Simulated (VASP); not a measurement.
Set up this calculation in VASP 6.6.1, as the native input.

| Quantity | Value |
| --- | --- |
| Task | single point |
| Functional | r2SCAN |
| Potentials or basis | VASP PAW PBE potentials, release 64 (Sb) |
| Cutoff | 520 eV |
| k mesh | 8 × 8 × 8 |
| Occupations | fermi-dirac, width 0.05 eV |
| Spin | no spin polarisation |
| Dipole correction | no |
| Further INCAR settings | ALGO = Normal; EDIFF = 1e-07; NBANDS = 12 |

Crystal: Sb.

```
Sb
1.0
     2.12509    1.22692    3.70721
    -2.12509    1.22692    3.70721
     0.00000   -2.45384    3.70721
Sb
2
Cartesian
  0.0000 0.0000 8.5248
  0.0000 0.0000 2.5968
```

The input as run:

POSCAR

```
Sb
1.0
    2.1250856202      1.2269187549      3.7072099901
   -2.1250856202      1.2269187549      3.7072099901
    0.0000000000     -2.4538375098      3.7072099901
Sb
2
Direct
    0.7665100000      0.7665100000      0.7665100000
    0.2334900000      0.2334900000      0.2334900000
```

INCAR.step1

```
SYSTEM = Sb
  ALGO = Normal
  EDIFF = 1E-4
  ENCUT = 520
  GGA = PE
  ISMEAR = -1
  LASPH = .TRUE.
  LCHARG = .FALSE.
  LREAL = .FALSE.
  LWAVE = .TRUE.
  NBANDS = 12
  NELM = 60
  PREC = Accurate
  SIGMA = 0.05
```

INCAR.step2

```
SYSTEM = Sb
  ALGO = Normal
  EDIFF = 1E-7
  ENCUT = 520
  ISIF = 2
  ISMEAR = -1
  ISTART = 1
  LASPH = .TRUE.
  LCHARG = .FALSE.
  LMIXTAU = .TRUE.
  LREAL = .FALSE.
  LWAVE = .FALSE.
  METAGGA = R2SCAN
  NBANDS = 12
  NELM = 60
  PREC = Accurate
  SIGMA = 0.05
```

KPOINTS

```
k-points
0
G
  8 8 8
  0 0 0
```

Potentials or basis: VASP PAW PBE potentials, release 64 (Sb).

Run with:

```sh
$ cat potpaw_PBE.64/Sb/POTCAR > POTCAR
$ cp INCAR.step1 INCAR
$ mpirun -np 1 vasp_std > vasp.out
$ cp INCAR.step2 INCAR
$ mpirun -np 1 vasp_std > vasp.out
```

Results of the run:

```json
{
 "Pressure": "4.6 GPa",
 "Largest force": "0.287 eV/Å",
 "Band gap on the k mesh": "zero (band 5 reaches 7.97 eV, above the bottom of band 6 at 7.74 eV)"
}
```

Caveat: the PAW data sets were made with another functional, which shifts forces and pressure a little; spin-orbit coupling is left out, which moves the levels of the heavy elements.

Run time: 110 s on 1 thread of Intel(R) Xeon(R) 6975P-C (Granite Rapids), with other jobs on the host, peak memory 0.22 GiB.
